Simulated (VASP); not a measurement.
# Ti (P6/mmm) in VASP: a series of runs

The runs below take Ti through relaxation of cell and atoms, with LDA, PBEsol.

Program: VASP 6.6.1. These are calculated values, not measurements. Logs are shortened: lines on timing, memory, paths and dates and some standing lists are left out, and cuts for length are marked.

**1. The cell of the first run**

The structure is hexagonal, space group P6/mmm (No. 191). Conventional cell: a = 4.600 Å, b = 4.600 Å, c = 2.820 Å, α = 90.00°, β = 90.00°, γ = 120.00°. Ti (site symmetry 6/mmm) has 14 Ti at 2.82 to 3.01 Å within 3.7 Å. Within 3.5 Å of Ti (site symmetry -6m2) lie 11 Ti at 2.66 to 3.01 Å.

This isn't the form of Ti at room conditions, which is hcp.

**2. Relaxation of cell and atoms, LDA**

Input file INCAR:

```
SYSTEM = Ti
PREC = Accurate
ENCUT = 600
EDIFF = 1E-6
ISMEAR = -1
SIGMA = 0.02
LREAL = .False.
LASPH = .True.
NELM = 100
ALGO = Normal
ISIF = 3
LWAVE = .False.
LCHARG = .False.
IBRION = 2
NSW = 100
EDIFFG = -0.01
```

Input file KPOINTS:

```
Automatic mesh
0
Gamma
  7 7 10
  0 0 0
```

Input file POSCAR:

```
Ti
1.0
    4.6000000000      0.0000000000      0.0000000000
   -2.3000000000      3.9837170000      0.0000000000
    0.0000000000      0.0000000000      2.8200000000
Ti
3
Direct
    0.0000000000      0.0000000000      0.0000000000
    0.3333333333      0.6666666667      0.5000000000
    0.6666666667      0.3333333333      0.5000000000
```

Potentials or basis: VASP PAW LDA potentials, release 64 (Ti_sv).

Command:

```
$ cat potpaw_LDA.64/Ti_sv/POTCAR > POTCAR
$ mpirun -np 1 vasp_std > vasp.out
```

OUTCAR:

```text
SYSTEM = Ti
   PREC = Accurate
   ENCUT = 600
   EDIFF = 1E-6
   ISMEAR = -1
   LREAL = .False.
   LASPH = .True.
   NELM = 100
   ISIF = 3
   IBRION = 2
   NSW = 100
   EDIFFG = -0.01

 ion  position               nearest neighbor table
   1  0.000  0.000  0.000-
   2  0.333  0.667  0.500-   3 2.66   3 2.66   3 2.66
   3  0.667  0.333  0.500-   2 2.66   2 2.66   2 2.66

  LATTYP: Found a hexagonal cell.
 ALAT       =     4.6000000000
 C/A-ratio  =     0.6130434783

  Lattice vectors:

 A1 = (   4.6000000000,   0.0000000000,   0.0000000000)
 A2 = (  -2.3000000000,   3.9837170000,   0.0000000000)
 A3 = (   0.0000000000,   0.0000000000,   2.8200000000)

Analysis of symmetry for initial positions (statically):
=====================================================================
 Subroutine PRICEL returns:
 Original cell was already a primitive cell.

 Routine SETGRP: Setting up the symmetry group for a
 hexagonal supercell.

 Subroutine GETGRP returns: Found 24 space group operations
 (whereof 24 operations were pure point group operations)
 out of a pool of 24 trial point group operations.

The static configuration has the point symmetry D_6h.

Analysis of symmetry for dynamics (positions and initial velocities):
=====================================================================
 Subroutine PRICEL returns:
 Original cell was already a primitive cell.

 Routine SETGRP: Setting up the symmetry group for a
 hexagonal supercell.

 Subroutine GETGRP returns: Found 24 space group operations
 (whereof 24 operations were pure point group operations)
 out of a pool of 24 trial point group operations.

The dynamic configuration has the point symmetry D_6h.

 Subroutine INISYM returns: Found 24 space group operations
 (whereof 24 operations are pure point group operations),
 and found     1 'primitive' translations

----------------------------------------------------------------------------------------

                                     Primitive cell

  volume of cell :      51.6768

  direct lattice vectors                    reciprocal lattice vectors
     4.600000000  0.000000000  0.000000000     0.217391304  0.125510924  0.000000000
    -2.300000000  3.983717000  0.000000000     0.000000000  0.251021847  0.000000000
     0.000000000  0.000000000  2.820000000     0.000000000  0.000000000  0.354609929

  length of vectors
     4.600000000  4.600000123  2.820000000     0.251021854  0.251021847  0.354609929

  position of ions in fractional coordinates (direct lattice)
     0.000000000  0.000000000  0.000000000
     0.333333333  0.666666667  0.500000000
     0.666666667  0.333333333  0.500000000

  ion indices of the primitive-cell ions
   primitive index   ion index
                 1           1
                 2           2
                 3           3

----------------------------------------------------------------------------------------

 KPOINTS: Automatic mesh

Automatic generation of k-mesh.
 Grid dimensions read from file:
 generate k-points for:    7    7   10

 Generating k-lattice:

  Cartesian coordinates                     Fractional coordinates (reciprocal lattice)
     0.031055901  0.017930132  0.000000000     0.142857143  0.000000000  0.000000000
     0.000000000  0.035860264  0.000000000     0.000000000  0.142857143  0.000000000
     0.000000000  0.000000000  0.035460993     0.000000000  0.000000000  0.100000000

  Length of vectors
     0.035860265  0.035860264  0.035460993

  Shift w.r.t. Gamma in fractional coordinates (k-lattice)
     0.000000000  0.000000000  0.000000000

 Subroutine IBZKPT returns following result:
 ===========================================

 Found     48 irreducible k-points:

 Following reciprocal coordinates:
            Coordinates               Weight
  0.000000  0.000000  0.000000      1.000000
  0.142857  0.000000  0.000000      6.000000
  0.285714  0.000000  0.000000      6.000000
  0.428571  0.000000  0.000000      6.000000
  0.142857  0.142857  0.000000      6.000000
  0.285714  0.142857  0.000000     12.000000
[... 16 lines left out ...]
  0.428571  0.142857  0.200000     12.000000
  0.285714  0.285714  0.200000     12.000000
 [... further k-points ...]
   k-points           NKPTS =     48   k-points in BZ     NKDIM =     48   number of bands    NBANDS=     22
   number of dos      NEDOS =    301   number of ions     NIONS =      3
   total plane-waves  NPLWV =  38400
   dimension x,y,z NGX =    40 NGY =   40 NGZ =   24
   dimension x,y,z NGXF=    80 NGYF=   80 NGZF=   48
   ions per type =               3
   NGX,Y,Z   is equivalent  to a cutoff of  14.46, 14.46, 14.15 a.u.
   NGXF,Y,Z  is equivalent  to a cutoff of  28.91, 28.91, 28.30 a.u.
 SYSTEM =  Ti
   PREC   = accura    normal or accurate (medium, high low for compatibility)
   ISTART =      0    job   : 0-new  1-cont  2-samecut
   ICHARG =      2    charge: 1-file 2-atom 10-const
   ISPIN  =      1    spin polarized calculation?
   LNONCOLLINEAR =      F non collinear calculations
   LSORBIT =      F    spin-orbit coupling
   LASPH  =      T    aspherical Exc in radial PAW
   ENCUT  =  600.0 eV  44.10 Ry    6.64 a.u.   9.19  9.19  5.63*2*pi/ulx,y,z
   NELM   =    100;   NELMIN=  2; NELMDL= -5     # of ELM steps
   EDIFF  = 0.1E-05   stopping-criterion for ELM
   LREAL  =      F    real-space projection
   EDIFFG = -.1E-01   stopping-criterion for IOM
   NSW    =    100    number of steps for IOM
   IBRION =      2    ionic relax: 0-MD 1-quasi-New 2-CG
   NFREE  =      1    steps in history (QN), initial steepest desc. (CG)
   ISIF   =      3    stress and relaxation
   ISYM   =      2    0-nonsym 1-usesym 2-fastsym
   POTIM  = 0.5000    time-step for ionic-motion
   TEBEG  =    0.0;   TEEND  =   0.0 temperature during run
   PSTRESS=    0.0 pullay stress
   NELECT =      36.0000    total number of electrons
   NUPDOWN=      -1.0000    fix difference up-down
   EMIN   =  10.00;   EMAX   =-10.00  energy-range for DOS
   EFERMI =   0.00;   METHOD = LEGACY
   ISMEAR =    -1;   SIGMA  =   0.02  broadening in eV -4-tet -1-fermi 0-gaus
   EFERMI_NEDOS =   21; number of points for ismear=-14 and -15
   IALGO  =     38    algorithm
   IMIX   =      4    mixing-type and parameters
     AMIX     =   0.40;   BMIX     =  1.00
     AMIX_MAG =   1.60;   BMIX_MAG =  1.00
  volume/ion in A,a.u.               =      17.23       116.24
  Fermi-wavevector in a.u.,A,eV,Ry     =   1.451255  2.742475 28.655806  2.106142
  Thomas-Fermi vector in A             =   2.568774
   LORBIT       =      0    0 simple, 1 ext, 2 COOP (PROOUT), +10 PAW based schemes
   GGA     = CA    functional components
   LHFCALC =     F    Hartree Fock is set to
   AEXX    =    0.0000 exact exchange contribution
   IVDW    =     0    specifies the selected vdW correction
   LEPSILON=     F    determine dielectric tensor
   LRPA    =     F    only Hartree local field effects (RPA)
 conjugate gradient relaxation of ions
 non-spin polarized calculation
  energy-cutoff  :      600.00
  volume of cell :       51.68
 maximum number of plane-waves:      1757
 NGX is ok and might be reduce to    40
   NGX = 19   NGY = 19   NGZ = 11

--------------------------------------- Ionic step        1  -------------------------------------------

 number of electron      35.9999997 magnetization

 Free energy of the ion-electron system (eV)
  ---------------------------------------------------
  ext. energy  EPLUGINS =         0.00000000
  ---------------------------------------------------
  free energy    TOTEN  =       -25.59272534 eV

  energy without entropy =      -25.58906674  energy(sigma->0) =      -25.59089604

------------------------ aborting loop because EDIFF is reached ----------------------------------------

  FORCE on cell =-STRESS in cart. coord.  units (eV):
  Direction    XX          YY          ZZ          XY          YZ          ZX
  --------------------------------------------------------------------------------------
  -------------------------------------------------------------------------------------
  Total       -3.1805120     -3.1805122     -2.5330406      0.0000000      0.0000000     -0.0000000
  in kB      -98.6080106    -98.6080177    -78.5339283      0.0000000      0.0000000     -0.0000000
  external PRESSURE =     -91.9166522 kB  Pullay stress =       0.0000000 kB
[... 281 lines left out ...]
  energy  without entropy=      -25.7216881756  energy(sigma->0) =      -25.72355765

--------------------------------------- Ionic step        9  -------------------------------------------

 number of electron      36.0000001 magnetization

 Free energy of the ion-electron system (eV)
  ---------------------------------------------------
  ext. energy  EPLUGINS =         0.00000000
  ---------------------------------------------------
  free energy    TOTEN  =       -25.72544586 eV

  energy without entropy =      -25.72170569  energy(sigma->0) =      -25.72357578

 E-fermi :   9.0168     XC(G=0): -12.2374

 val. band max:        9.0086184581   @ k =   0.0000   0.0000   0.0000
 cond. band min:       9.0255878397   @ k =   0.2857   0.2857   0.4000
 fundamental gap:      0.0169693816
 Fermi energy:         9.0167621926

 k-point     1 :       0.0000    0.0000    0.0000
  band No.  band energies     occupation
      1     -47.0574      2.00000
      2     -46.7877      2.00000
      3     -46.5650      2.00000
      4     -23.7921      2.00000
      5     -23.7921      2.00000
      6     -23.7320      2.00000
[... 574 lines left out ...]
      6     -23.7376      2.00000
[... 14 lines left out ...]
     21       9.6782      0.00000
     22      10.0295      0.00000

 [... further k-points ...]

------------------------ aborting loop because EDIFF is reached ----------------------------------------

  FORCE on cell =-STRESS in cart. coord.  units (eV):
  Direction    XX          YY          ZZ          XY          YZ          ZX
  --------------------------------------------------------------------------------------
  -------------------------------------------------------------------------------------
  Total       -0.0050886     -0.0050886     -0.0130501     -0.0000000      0.0000000     -0.0000000
  in kB       -0.1717549     -0.1717549     -0.4404791     -0.0000000      0.0000000     -0.0000000
  external PRESSURE =      -0.2613296 kB  Pullay stress =       0.0000000 kB
[... 18 lines left out ...]
  FREE ENERGIE OF THE ION-ELECTRON SYSTEM (eV)
  ---------------------------------------------------
  free  energy   TOTEN  =       -25.7254458601 eV

  energy  without entropy=      -25.7217056916  energy(sigma->0) =      -25.72357578

 reached required accuracy - stopping structural energy minimisation
```

It took 2.5 min on 1 thread of Intel Xeon 6975P-C (Granite Rapids), shared host; peak memory 0.2 GiB.

Results:

| Item | Value |
| --- | --- |
| Free energy | -25.7254 eV |
| Relaxed volume | 15.82 Å³/atom |
| Relaxed cell | a = 4.447 Å, b = 4.447 Å, c = 2.771 Å, α = 90.00°, β = 90.00°, γ = 120.00° |
| Space group after relaxing (to 0.1 Å) | P6/mmm (No. 191) |
| Energy gained by relaxing | 44.2 meV/atom |
| Ionic steps | 9 |
| Pressure after relaxing | 0.0 GPa |
| Band gap on the k mesh | zero (bands 18 and 19 overlap by 0.35 eV) |

The path:
```csv
step,energy change (eV),largest force (eV/Å),pressure (GPa),volume (Å³)
1,0.0000,0.0000,-9.19,51.68
2,-0.0573,0.0000,8.79,44.63
3,-0.1308,0.0000,0.02,47.48
4,-0.1308,0.0000,0.21,47.40
5,-0.1327,0.0000,0.19,47.40
6,-0.1327,0.0000,0.18,47.40
7,-0.1327,0.0000,0.17,47.40
8,-0.1327,0.0000,-0.11,47.52
9,-0.1327,0.0000,-0.03,47.47
```

Final structure:
```
Ti
1.0
     4.44726    0.00000    0.00000
    -2.22363    3.85144    0.00000
     0.00000    0.00000    2.77130
Ti
3
Direct
  0.00000 0.00000 0.00000
  0.33333 0.66667 0.50000
  0.66667 0.33333 0.50000
```

**3. Relaxation of cell and atoms, PBEsol**

Input file INCAR:

```
SYSTEM = Ti
PREC = Accurate
ENCUT = 600
EDIFF = 1E-7
ISMEAR = -1
SIGMA = 0.02
LREAL = .False.
LASPH = .True.
NELM = 60
ALGO = Normal
ISIF = 3
LWAVE = .False.
LCHARG = .False.
GGA = PS
IBRION = 2
NSW = 100
EDIFFG = -0.01
```

KPOINTS is that of step 2.

POSCAR is that of step 2.

Potentials or basis: VASP PAW PBE potentials, release 64 (Ti_sv).

Command:

```
$ cat potpaw_PBE.64/Ti_sv/POTCAR > POTCAR
$ mpirun -np 1 vasp_std > vasp.out
```

OUTCAR:

```text
SYSTEM = Ti
   PREC = Accurate
   ENCUT = 600
   EDIFF = 1E-7
   ISMEAR = -1
   LREAL = .False.
   LASPH = .True.
   NELM = 60
   ISIF = 3
   GGA = PS
   IBRION = 2
   NSW = 100
   EDIFFG = -0.01

 ion  position               nearest neighbor table
   1  0.000  0.000  0.000-
   2  0.333  0.667  0.500-   3 2.66   3 2.66   3 2.66
   3  0.667  0.333  0.500-   2 2.66   2 2.66   2 2.66

  LATTYP: Found a hexagonal cell.
 ALAT       =     4.6000000000
 C/A-ratio  =     0.6130434783

  Lattice vectors:

 A1 = (   4.6000000000,   0.0000000000,   0.0000000000)
 A2 = (  -2.3000000000,   3.9837170000,   0.0000000000)
 A3 = (   0.0000000000,   0.0000000000,   2.8200000000)

Analysis of symmetry for initial positions (statically):
=====================================================================
 Subroutine PRICEL returns:
[... 439 lines left out ...]
  free energy    TOTEN  =       -25.06372049 eV

  energy without entropy =      -25.06023660  energy(sigma->0) =      -25.06197855

 E-fermi :   8.6974     XC(G=0): -11.9009

 val. band max:        8.6777492691   @ k =   0.0000   0.0000   0.0000
 cond. band min:       8.7014996467   @ k =   0.4286   0.1429   0.2000
 fundamental gap:      0.0237503775
 Fermi energy:         8.6973505376

 k-point     1 :       0.0000    0.0000    0.0000
  band No.  band energies     occupation
      1     -47.8975      2.00000
      2     -47.6284      2.00000
      3     -47.4370      2.00000
      4     -24.3315      2.00000
      5     -24.3315      2.00000
      6     -24.2388      2.00000
[... 589 lines left out ...]
     21       9.3414      0.00000
     22       9.7191      0.00000

 [... further k-points ...]

------------------------ aborting loop because EDIFF is reached ----------------------------------------

  FORCE on cell =-STRESS in cart. coord.  units (eV):
  Direction    XX          YY          ZZ          XY          YZ          ZX
  --------------------------------------------------------------------------------------
  -------------------------------------------------------------------------------------
  Total       -0.0204017     -0.0204017     -0.0150669      0.0000000      0.0000000      0.0000000
  in kB       -0.6628869     -0.6628870     -0.4895492      0.0000000      0.0000000      0.0000000
  external PRESSURE =      -0.6051077 kB  Pullay stress =       0.0000000 kB
[... 18 lines left out ...]
  FREE ENERGIE OF THE ION-ELECTRON SYSTEM (eV)
  ---------------------------------------------------
  free  energy   TOTEN  =       -25.0637204932 eV

  energy  without entropy=      -25.0602365993  energy(sigma->0) =      -25.06197855

 reached required accuracy - stopping structural energy minimisation
```

OSZICAR:

```text
N       E                     dE             d eps       ncg     rms          rms(c)
DAV:   1     0.440589388714E+03    0.44059E+03   -0.20704E+04  2112   0.223E+03
DAV:   2     0.227440658342E+02   -0.41785E+03   -0.41392E+03  2130   0.594E+02
DAV:   3    -0.241655900638E+02   -0.46910E+02   -0.45970E+02  4046   0.167E+02
[... 86 lines left out ...]
DAV:   4    -0.250636870892E+02    0.10941E-03   -0.11074E-03  2962   0.351E-01    0.258E-02
DAV:   5    -0.250637024610E+02   -0.15372E-04   -0.88014E-05  2996   0.825E-02    0.102E-02
DAV:   6    -0.250637124711E+02   -0.10010E-04   -0.17241E-05  3300   0.278E-02    0.109E-02
DAV:   7    -0.250637201866E+02   -0.77155E-05   -0.16817E-05  3160   0.250E-02    0.243E-03
DAV:   8    -0.250637205565E+02   -0.36994E-06   -0.21853E-06  3250   0.971E-03    0.288E-03
DAV:   9    -0.250637204932E+02    0.63357E-07   -0.59990E-07  2356   0.613E-03
   8 F= -.25063720E+02 E0= -.25061979E+02  d E =-.937215E-05
```

CONTCAR:

```text
Ti
   1.00000000000000
     4.5113202540637474    0.0000000000000000   -0.0000000000000000
    -2.2556601270318737    3.9069180789840114    0.0000000000000000
     0.0000000000000000    0.0000000000000000    2.7976856542499942
  Ti
     3
Direct
     0.0000000000000000    0.0000000000000000    1.0000000000000000
     0.3333333332999970    0.6666666667000030    0.5000000000000000
     0.6666666667000030    0.3333333332999970    0.5000000000000000

  0.00000000E+00  0.00000000E+00  0.00000000E+00
  0.00000000E+00  0.00000000E+00  0.00000000E+00
  0.00000000E+00  0.00000000E+00  0.00000000E+00
```

Run time: 2.7 min. Hardware: 1 thread of Intel Xeon 6975P-C (Granite Rapids), shared host; peak memory 0.23 GiB.

What came out:

| Quantity | Value |
| --- | --- |
| Free energy | -25.0637 eV |
| Relaxed volume | 16.44 Å³/atom |
| Relaxed cell | a = 4.511 Å, b = 4.511 Å, c = 2.798 Å, α = 90.00°, β = 90.00°, γ = 120.00° |
| Space group after relaxing (to 0.1 Å) | P6/mmm (No. 191) |
| Energy gained by relaxing | 14.0 meV/atom |
| Ionic steps | 8 |
| Pressure after relaxing | -0.1 GPa |
| Band gap on the k mesh | zero (bands 18 and 19 overlap by 0.30 eV) |

The path:
```csv
step,energy change (eV),largest force (eV/Å),pressure (GPa),volume (Å³)
1,0.0000,0.0000,-5.13,51.68
2,-0.0207,0.0000,4.25,47.66
3,-0.0411,0.0000,0.08,49.27
4,-0.0411,0.0000,0.19,49.22
5,-0.0419,0.0000,0.12,49.23
6,-0.0419,0.0000,0.11,49.24
7,-0.0419,0.0000,0.11,49.24
8,-0.0419,0.0000,-0.06,49.31
```

Final structure:
```
Ti
1.0
     4.51132    0.00000    0.00000
    -2.25566    3.90692    0.00000
     0.00000    0.00000    2.79769
Ti
3
Cartesian
  0.0000 0.0000 2.7977
  0.0000 2.6046 1.3988
  2.2557 1.3023 1.3988
```

Caveat: the PAW data sets were made with another functional, which shifts forces and pressure a little.
